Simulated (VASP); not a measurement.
# HfN in VASP: further runs, part 2 of 2

VASP 6.6.1.

### Step 4. Electric field gradients, LDA (volume scaled by 1.06)

INCAR

```
PREC = Accurate ; ENCUT = 520
EDIFF = 1E-8 ; ISMEAR = -1
SIGMA = 0.03 ; LREAL = False
LASPH = True ; NELM = 100
ALGO = Normal ; ISIF = 2
LWAVE = False ; LCHARG = False
GGA = CA ; LEFG = True
NBANDS = 14
```

KPOINTS

```
regular mesh
0
Gamma
  10 10 10
```

POSCAR

```
HfN
1.0
    0.0000000000      2.3033053658      2.3033053658
    2.3033053658      0.0000000000      2.3033053658
    2.3033053658      2.3033053658      0.0000000000
Hf N
1 1
Direct
    0.0000000000      0.0000000000      0.0000000000
    0.5000000000      0.5000000000      0.5000000000
```

Potentials or basis: VASP PAW LDA potentials, release 64 (Hf_pv, N).

Launch:

```console
> cat potpaw_LDA.64/Hf_pv/POTCAR potpaw_LDA.64/N/POTCAR > POTCAR
> mpirun -np 1 vasp_std > vasp.out
```

OUTCAR:

```text
PREC = Accurate
   ENCUT = 520
   EDIFF = 1E-8
   ISMEAR = -1
   LREAL = False
   LASPH = True
   NELM = 100
   ISIF = 2
   GGA = CA

 ion  position               nearest neighbor table
   1  0.000  0.000  0.000-   2 2.30   2 2.30   2 2.30   2 2.30   2 2.30   2 2.30
   2  0.500  0.500  0.500-   1 2.30   1 2.30   1 2.30   1 2.30   1 2.30   1 2.30

  LATTYP: Found a face centered cubic cell.
 ALAT       =     4.6066107316

  Lattice vectors:

 A1 = (   0.0000000000,   2.3033053658,   2.3033053658)
 A2 = (   2.3033053658,   0.0000000000,   2.3033053658)
 A3 = (   2.3033053658,   2.3033053658,   0.0000000000)

Analysis of symmetry for initial positions (statically):
=====================================================================
 Subroutine PRICEL returns:
 Original cell was already a primitive cell.

 Routine SETGRP: Setting up the symmetry group for a
 face centered cubic supercell.

 Subroutine GETGRP returns: Found 48 space group operations
[... 9 lines left out ...]

 Routine SETGRP: Setting up the symmetry group for a
 face centered cubic supercell.

 Subroutine GETGRP returns: Found 48 space group operations
[... 11 lines left out ...]
                                     Primitive cell

  volume of cell :      24.4391

  direct lattice vectors                    reciprocal lattice vectors
     0.000000000  2.303305366  2.303305366    -0.217079336  0.217079336  0.217079336
     2.303305366  0.000000000  2.303305366     0.217079336 -0.217079336  0.217079336
     2.303305366  2.303305366  0.000000000     0.217079336  0.217079336 -0.217079336

  length of vectors
     3.257365687  3.257365687  3.257365687     0.375992440  0.375992440  0.375992440

  position of ions in fractional coordinates (direct lattice)
     0.000000000  0.000000000  0.000000000
     0.500000000  0.500000000  0.500000000

  ion indices of the primitive-cell ions
   primitive index   ion index
                 1           1
                 2           2

----------------------------------------------------------------------------------------

 KPOINTS: regular mesh

Automatic generation of k-mesh.
 Grid dimensions read from file:
 generate k-points for:   10   10   10

 Generating k-lattice:

  Cartesian coordinates                     Fractional coordinates (reciprocal lattice)
    -0.021707934  0.021707934  0.021707934     0.100000000  0.000000000  0.000000000
     0.021707934 -0.021707934  0.021707934     0.000000000  0.100000000  0.000000000
     0.021707934  0.021707934 -0.021707934     0.000000000  0.000000000  0.100000000

  Length of vectors
     0.037599244  0.037599244  0.037599244

  Shift w.r.t. Gamma in fractional coordinates (k-lattice)
     0.000000000  0.000000000  0.000000000

 Subroutine IBZKPT returns following result:
 ===========================================

 Found     47 irreducible k-points:

 Following reciprocal coordinates:
            Coordinates               Weight
  0.000000  0.000000  0.000000      1.000000
[... 50 lines left out ...]
   POTIM  = 0.5000    time-step for ionic-motion
   TEBEG  =    0.0;   TEEND  =   0.0 temperature during run
   PSTRESS=    0.0 pullay stress
   NELECT =      15.0000    total number of electrons
   NUPDOWN=      -1.0000    fix difference up-down
   EMIN   =  10.00;   EMAX   =-10.00  energy-range for DOS
   EFERMI =   0.00;   METHOD = LEGACY
   ISMEAR =    -1;   SIGMA  =   0.03  broadening in eV -4-tet -1-fermi 0-gaus
   EFERMI_NEDOS =   21; number of points for ismear=-14 and -15
   IALGO  =     38    algorithm
   IMIX   =      4    mixing-type and parameters
     AMIX     =   0.40;   BMIX     =  1.00
     AMIX_MAG =   1.60;   BMIX_MAG =  1.00
  volume/ion in A,a.u.               =      12.22        82.46
  Fermi-wavevector in a.u.,A,eV,Ry     =   1.391267  2.629113 26.335751  1.935623
  Thomas-Fermi vector in A             =   2.515122
   LORBIT       =      0    0 simple, 1 ext, 2 COOP (PROOUT), +10 PAW based schemes
   GGA     = CA    functional components
   LHFCALC =     F    Hartree Fock is set to
   AEXX    =    0.0000 exact exchange contribution
   IVDW    =     0    specifies the selected vdW correction
   LEPSILON=     F    determine dielectric tensor
   LRPA    =     F    only Hartree local field effects (RPA)
 non-spin polarized calculation
  energy-cutoff  :      520.00
  volume of cell :       24.44
 maximum number of plane-waves:       678
   NGX = 13   NGY = 13   NGZ = 13

 number of electron      15.0000001 magnetization

 Free energy of the ion-electron system (eV)
  ---------------------------------------------------
  ext. energy  EPLUGINS =         0.00000000
  ---------------------------------------------------
  free energy    TOTEN  =       -23.68443363 eV

  energy without entropy =      -23.68169041  energy(sigma->0) =      -23.68306202

 E-fermi :   7.6900     XC(G=0): -12.6820

 val. band max:        7.6544956134   @ k =  -0.4000   0.3000   0.0000
 cond. band min:       7.7075800923   @ k =  -0.1000   0.1000   0.0000
 fundamental gap:      0.0530844789
 Fermi energy:         7.6899966640

 k-point     1 :       0.0000    0.0000    0.0000
  band No.  band energies     occupation
      1     -23.4841      2.00000
      2     -23.4841      2.00000
      3     -23.4841      2.00000
      4      -9.2221      2.00000
      5       4.7848      2.00000
      6       4.7848      2.00000
      7       4.7848      2.00000
      8       7.3100      1.99999
      9       7.3100      1.99999
     10       7.3100      1.99999
     11       9.1112      0.00000
     12       9.4384      0.00000
     13       9.4384      0.00000
     14      17.1894      0.00000
[... 377 lines left out ...]
      1     -24.0396      2.00000
      2     -23.7036      2.00000
      3     -23.6799      2.00000
      4      -7.8912      2.00000
      5       1.3015      2.00000
      6       3.2538      2.00000
      7       3.7030      2.00000
      8       5.3422      2.00000
      9      11.3967      0.00000
     10      11.8319      0.00000
     11      12.0106      0.00000
     12      12.0169      0.00000
     13      16.1588      0.00000
     14      18.2150      0.00000

 [... further k-points ...]
[... 5 lines left out ...]
  --------------------------------------------------------------------------------------
  -------------------------------------------------------------------------------------
  Total       -3.6506184     -3.6506184     -3.6506184      0.0000000      0.0000000      0.0000000
  in kB     -239.3274229   -239.3274229   -239.3274229      0.0000000      0.0000000      0.0000000
  external PRESSURE =    -239.3274229 kB  Pullay stress =       0.0000000 kB

 VOLUME and BASIS-vectors are now :
 -----------------------------------------------------------------------------
  energy-cutoff  :      520.00
  volume of cell :       24.44
      direct lattice vectors                 reciprocal lattice vectors
     0.000000000  2.303305366  2.303305366    -0.217079336  0.217079336  0.217079336
     2.303305366  0.000000000  2.303305366     0.217079336 -0.217079336  0.217079336
     2.303305366  2.303305366  0.000000000     0.217079336  0.217079336 -0.217079336

 POSITION                                       TOTAL-FORCE (eV/Angst)
 -----------------------------------------------------------------------------------
      0.00000      0.00000      0.00000        -0.000000     -0.000000     -0.000000
      2.30331      2.30331      2.30331         0.000000      0.000000      0.000000
 -----------------------------------------------------------------------------------
    total drift:                                0.000000     -0.000000     -0.000000

  FREE ENERGIE OF THE ION-ELECTRON SYSTEM (eV)
  ---------------------------------------------------
  free  energy   TOTEN  =       -23.6844336281 eV

  energy  without entropy=      -23.6816904072  energy(sigma->0) =      -23.68306202

 Electric field gradients (V/A^2)
---------------------------------------------------------------------
 ion       V_xx      V_yy      V_zz      V_xy      V_xz      V_yz
---------------------------------------------------------------------
   1      -0.000    -0.000     0.000    -0.000    -0.000    -0.000
   2      -0.000    -0.000     0.000    -0.000    -0.000    -0.000
---------------------------------------------------------------------

 Electric field gradients after diagonalization (V/A^2)
 (convention: |V_zz| > |V_xx| > |V_yy|)
----------------------------------------------------------------------
 ion       V_xx      V_yy      V_zz     asymmetry (V_yy - V_xx)/ V_zz
----------------------------------------------------------------------
   1       0.000     0.000    -0.000       0.000
   2       0.000     0.000    -0.000       0.000
----------------------------------------------------------------------

           NMR quadrupolar parameters

 Cq : quadrupolar parameter    Cq=e*Q*V_zz/h
 eta: asymmetry parameters     (V_yy - V_xx)/ V_zz
 Q  : nuclear electric quadrupole moment in mb (millibarn)
----------------------------------------------------------------------
 ion       Cq(MHz)       eta       Q (mb)
----------------------------------------------------------------------
   1      -0.000       0.000       1.000
   2      -0.000       0.000       1.000
----------------------------------------------------------------------
```

OSZICAR:

```text
N       E                     dE             d eps       ncg     rms          rms(c)
DAV:   1     0.372403083684E+02    0.37240E+02   -0.76901E+03  1316   0.100E+03
DAV:   2    -0.246574963518E+02   -0.61898E+02   -0.57692E+02  1696   0.227E+02
DAV:   3    -0.266751335915E+02   -0.20176E+01   -0.20060E+01  1528   0.325E+01
DAV:   4    -0.266833233755E+02   -0.81898E-02   -0.81817E-02  1592   0.246E+00
DAV:   5    -0.266833803124E+02   -0.56937E-04   -0.56935E-04  1508   0.174E-01    0.447E+01
DAV:   6    -0.238880254611E+02    0.27954E+01   -0.88038E+00  1358   0.216E+01    0.396E+01
DAV:   7    -0.237316056248E+02    0.15642E+00   -0.49445E-01  1646   0.532E+00    0.257E+01
DAV:   8    -0.236925357657E+02    0.39070E-01   -0.17776E-01  1532   0.338E+00    0.560E+00
DAV:   9    -0.236845125190E+02    0.80232E-02   -0.17798E-02  1508   0.109E+00    0.189E+00
DAV:  10    -0.236844583530E+02    0.54166E-04   -0.82210E-04  1660   0.229E-01    0.319E-01
DAV:  11    -0.236844343107E+02    0.24042E-04   -0.65835E-05  1610   0.653E-02    0.684E-02
DAV:  12    -0.236844337177E+02    0.59304E-06   -0.55957E-06  1658   0.188E-02    0.210E-02
DAV:  13    -0.236844336272E+02    0.90438E-07   -0.25042E-07  1618   0.450E-03    0.178E-03
DAV:  14    -0.236844336281E+02   -0.82514E-09   -0.13913E-08  1218   0.105E-03
   1 F= -.23684434E+02 E0= -.23683062E+02  d E =-.274322E-02
```

It took 17 s on 1 thread of Intel Xeon 8259CL, shared host; peak memory 0.14 GiB.

Results:

| Property | Result |
| --- | --- |
| Free energy | -23.6844 eV |
| Pressure | -23.9 GPa |

Caveat: without QUAD_EFG the Cq values of the log hold for a quadrupole moment of 1 mb, not for the nuclei; spin-orbit coupling is left out, which moves the levels of the heavy elements.

### Step 5. Electric field gradients, LDA (equal xy, yz and zx shear strains of -3 %)

INCAR

```
PREC = Accurate
ENCUT = 520
EDIFF = 1E-8
ISMEAR = -1
SIGMA = 0.03
LREAL = F
LASPH = T
NELM = 100
ALGO = Normal
ISIF = 2
LWAVE = F
LCHARG = F
LEFG = T
NBANDS = 14
```

KPOINTS is that of step 4.

POSCAR

```
HfN
1.0
   -0.0677700000      2.2251150000      2.2251150000
    2.2251150000     -0.0677700000      2.2251150000
    2.2251150000      2.2251150000     -0.0677700000
Hf N
1 1
Direct
    0.0000000000      0.0000000000      0.0000000000
    0.5000000000      0.5000000000      0.5000000000
```

Potentials or basis: VASP PAW LDA potentials, release 64 (Hf_pv, N).

Launch:

```console
> cat potpaw_LDA.64/Hf_pv/POTCAR potpaw_LDA.64/N/POTCAR > POTCAR
> mpirun -np 1 vasp_std > vasp.out
```

OUTCAR:

```text
PREC = Accurate
   ENCUT = 520
   EDIFF = 1E-8
   ISMEAR = -1
   LREAL = F
   LASPH = T
   NELM = 100
   ISIF = 2

 ion  position               nearest neighbor table
   1  0.000  0.000  0.000-   2 2.26   2 2.26   2 2.26   2 2.26   2 2.26   2 2.26
   2  0.500  0.500  0.500-   1 2.26   1 2.26   1 2.26   1 2.26   1 2.26   1 2.26

  LATTYP: Found a trigonal (rhomboedric) cell.
 ALAT       =     3.1475174820
 COS(alpha) =     0.4693254694

  Lattice vectors:

 A1 = (  -0.0677700000,   2.2251150000,   2.2251150000)
 A2 = (   2.2251150000,  -0.0677700000,   2.2251150000)
 A3 = (   2.2251150000,   2.2251150000,  -0.0677700000)

Analysis of symmetry for initial positions (statically):
=====================================================================
 Subroutine PRICEL returns:
 Original cell was already a primitive cell.

 Routine SETGRP: Setting up the symmetry group for a
 trigonal (rhombohedral) supercell.

 Subroutine GETGRP returns: Found 12 space group operations
 (whereof 12 operations were pure point group operations)
 out of a pool of 12 trial point group operations.

The static configuration has the point symmetry D_3d.

Analysis of symmetry for dynamics (positions and initial velocities):
=====================================================================
 Subroutine PRICEL returns:
 Original cell was already a primitive cell.

 Routine SETGRP: Setting up the symmetry group for a
 trigonal (rhombohedral) supercell.

 Subroutine GETGRP returns: Found 12 space group operations
 (whereof 12 operations were pure point group operations)
 out of a pool of 12 trial point group operations.

The dynamic configuration has the point symmetry D_3d.

[... 164 lines left out ...]
     11      10.1420      0.00000
     12      10.1420      0.00000
     13      10.2962      0.00000
     14      17.8815      0.00000
[... 377 lines left out ...]
      1     -23.4354      2.00000
      2     -23.0300      2.00000
      3     -22.9426      2.00000
      4      -7.6001      2.00000
      5       1.6675      2.00000
      6       3.5837      2.00000
      7       4.2797      2.00000
      8       5.6876      2.00000
      9      12.2101      0.00000
     10      12.6594      0.00000
     11      12.9624      0.00000
     12      13.0965      0.00000
     13      17.3263      0.00000
     14      19.3880      0.00000

 [... further k-points ...]
[... 5 lines left out ...]
  --------------------------------------------------------------------------------------
  -------------------------------------------------------------------------------------
  Total       -1.4981472     -1.4981472     -1.4981472      0.5542958      0.5542958      0.5542958
  in kB     -104.1795677   -104.1795677   -104.1795677     38.5451421     38.5451421     38.5451421
  external PRESSURE =    -104.1795677 kB  Pullay stress =       0.0000000 kB

 VOLUME and BASIS-vectors are now :
 -----------------------------------------------------------------------------
  energy-cutoff  :      520.00
  volume of cell :       23.04
      direct lattice vectors                 reciprocal lattice vectors
    -0.067770000  2.225115000  2.225115000    -0.214693734  0.221438039  0.221438039
     2.225115000 -0.067770000  2.225115000     0.221438039 -0.214693734  0.221438039
     2.225115000  2.225115000 -0.067770000     0.221438039  0.221438039 -0.214693734

 POSITION                                       TOTAL-FORCE (eV/Angst)
 -----------------------------------------------------------------------------------
      0.00000      0.00000      0.00000        -0.000000      0.000000     -0.000000
      2.19123      2.19123      2.19123         0.000000     -0.000000      0.000000
 -----------------------------------------------------------------------------------
    total drift:                                0.000000     -0.000000     -0.000000

  FREE ENERGIE OF THE ION-ELECTRON SYSTEM (eV)
  ---------------------------------------------------
  free  energy   TOTEN  =       -23.8141916241 eV

  energy  without entropy=      -23.8120176238  energy(sigma->0) =      -23.81310462

 Electric field gradients (V/A^2)
---------------------------------------------------------------------
 ion       V_xx      V_yy      V_zz      V_xy      V_xz      V_yz
---------------------------------------------------------------------
   1      -0.000    -0.000     0.000    10.107    10.107    10.107
   2      -0.000    -0.000    -0.000    -1.734    -1.734    -1.734
---------------------------------------------------------------------

 Electric field gradients after diagonalization (V/A^2)
 (convention: |V_zz| > |V_xx| > |V_yy|)
----------------------------------------------------------------------
 ion       V_xx      V_yy      V_zz     asymmetry (V_yy - V_xx)/ V_zz
----------------------------------------------------------------------
   1     -10.107   -10.107    20.214       0.000
   2       1.734     1.734    -3.468       0.000
----------------------------------------------------------------------

           NMR quadrupolar parameters

 Cq : quadrupolar parameter    Cq=e*Q*V_zz/h
 eta: asymmetry parameters     (V_yy - V_xx)/ V_zz
 Q  : nuclear electric quadrupole moment in mb (millibarn)
----------------------------------------------------------------------
 ion       Cq(MHz)       eta       Q (mb)
----------------------------------------------------------------------
   1       0.049       0.000       1.000
   2      -0.008       0.000       1.000
----------------------------------------------------------------------
```

OSZICAR:

```text
N       E                     dE             d eps       ncg     rms          rms(c)
DAV:   1     0.339107714486E+02    0.33911E+02   -0.77881E+03  3256   0.100E+03
DAV:   2    -0.250548690699E+02   -0.58966E+02   -0.55106E+02  4222   0.225E+02
DAV:   3    -0.267890169895E+02   -0.17341E+01   -0.17283E+01  3698   0.310E+01
DAV:   4    -0.267951221059E+02   -0.61051E-02   -0.60991E-02  4000   0.221E+00
DAV:   5    -0.267951615534E+02   -0.39447E-04   -0.39444E-04  3688   0.150E-01    0.501E+01
DAV:   6    -0.239778016978E+02    0.28174E+01   -0.85122E+00  3482   0.219E+01    0.433E+01
DAV:   7    -0.238537346745E+02    0.12407E+00   -0.47449E-01  4144   0.523E+00    0.271E+01
DAV:   8    -0.238198511835E+02    0.33883E-01   -0.13312E-01  4148   0.295E+00    0.524E+00
DAV:   9    -0.238143522975E+02    0.54989E-02   -0.14931E-02  3806   0.965E-01    0.187E+00
DAV:  10    -0.238142154191E+02    0.13688E-03   -0.87603E-04  4260   0.260E-01    0.324E-01
DAV:  11    -0.238141921396E+02    0.23279E-04   -0.61668E-05  3656   0.728E-02    0.494E-02
DAV:  12    -0.238141916273E+02    0.51234E-06   -0.62385E-06  4282   0.210E-02    0.585E-03
DAV:  13    -0.238141916241E+02    0.32426E-08   -0.88071E-08  3598   0.285E-03
   1 F= -.23814192E+02 E0= -.23813105E+02  d E =-.217400E-02
```

It took 30 s on 1 thread of Intel Xeon 6975P-C, shared host; peak memory 0.16 GiB.

What came out:

- Free energy: -23.8142 eV
- Pressure: -10.4 GPa

Stress tensor (GPa, compression positive):
```
-10.42   3.85   3.85
  3.85 -10.42   3.85
  3.85   3.85 -10.42
```

Levels at points of the mesh, in eV from the Fermi level:
```
           k point  band 3  band 4  band 5  band 6  band 7  band 8  band 9  band 10  band 11  band 12
(0.00, 0.00, 0.00)  -30.93  -17.26   -3.05   -3.05   -2.82   -0.68   -0.68    -0.02     1.91     1.91
(0.50, 0.00, 0.00)  -31.03  -14.47   -8.89   -6.29   -5.87    2.90    3.17     4.21     4.59     8.62
(0.50, 0.50, 0.00)  -31.24  -16.14   -5.33   -3.86   -3.74   -3.51    3.97     5.22     5.53     5.76
(0.50, 0.50, 0.50)  -31.10  -14.37   -8.82   -6.44   -6.44    3.40    3.93     3.93     4.42     8.99
```

Electric field gradients, principal values (V/Å²):
```
atom    least   middle  greatest (by size)
1 Hf  -10.107  -10.107              20.214
 2 N    1.734    1.734              -3.468
```

Caveat: the cell differs from its parent crystal (equal xy, yz and zx shear strains of -3 %); without QUAD_EFG the Cq values of the log hold for a quadrupole moment of 1 mb, not for the nuclei; spin-orbit coupling is left out, which moves the levels of the heavy elements.

### Step 6. Summary

```tsv
cell	gap on the mesh (eV)	pressure (GPa)
a = 3.237 Å, angles 60.0°, 2 atoms	none	-20.0
a = 3.257 Å, angles 60.0°, 2 atoms	none	-23.9
a = 3.148 Å, angles 62.0°, 2 atoms	none	-10.4
```

Alike in all rows: task electric field gradients; level LDA; potentials or basis VASP PAW LDA potentials, release 64 (Hf_pv, N); no spin polarisation; k mesh 10 × 10 × 10; cutoff (eV) 520; smearing fermi-dirac 0.03 eV.

Caveats: spin-orbit coupling is left out, which moves the levels of the heavy elements.

Total energies depend on the potentials used, so only differences within one code and one set of settings carry meaning.
